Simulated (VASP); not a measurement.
Set up this calculation in VASP 6.6.1, as the native input.

- Task: single point
- Functional: PBE
- Potentials or basis: VASP PAW PBE potentials, release 64 (Ba_sv, S)
- Cutoff: 500 eV
- k mesh: 2 × 2 × 2
- Occupations: gaussian, width 0.01 eV
- Spin: no spin polarisation
- Dipole correction: no
- Further INCAR settings: ALGO = Normal; EDIFF = 1e-06; NBANDS = 15

The structure of BaS lies in POSCAR:

```
BaS
1.0
    0.0000000000      3.1600000000      3.1600000000
    3.1600000000      0.0000000000      3.1600000000
    3.1600000000      3.1600000000      0.0000000000
Ba S
1 1
Direct
    0.0000000000      0.0000000000      0.0000000000
    0.5357832400      0.5057087800      0.4336210200
```

These files were run (other wordings do the same):

INCAR

```
PREC = Accurate
ENCUT = 500
EDIFF = 1E-6
ISMEAR = 0
SIGMA = 0.01
LREAL = F
LASPH = T
NELM = 120
ALGO = Normal
ISIF = 2
LWAVE = F
LCHARG = F
GGA = PE
NBANDS = 15
GGA_COMPAT = F
```

KPOINTS

```
Automatic mesh
0
Gamma
  2 2 2
```

Potentials or basis: VASP PAW PBE potentials, release 64 (Ba_sv, S).

Run with:

```bash
$ cat potpaw_PBE.64/Ba_sv/POTCAR potpaw_PBE.64/S/POTCAR > POTCAR
$ mpirun -np 1 vasp_std > vasp.out
```

Results of the run:

| Quantity | Value |
| --- | --- |
| Pressure | 4.4 GPa |
| Largest force | 0.065 eV/Å |
| Band gap on the k mesh | 2.17 eV, indirect (least direct gap 2.22 eV) |

Caveat: the k points lie up to 0.86 Å⁻¹ apart; spin-orbit coupling is left out, which moves the levels of the heavy elements.

It took 12 s on 1 thread of Intel(R) Xeon(R) Platinum 8375C CPU @ 2.90GHz (Ice Lake), on a shared host, peak memory 0.19 GiB.
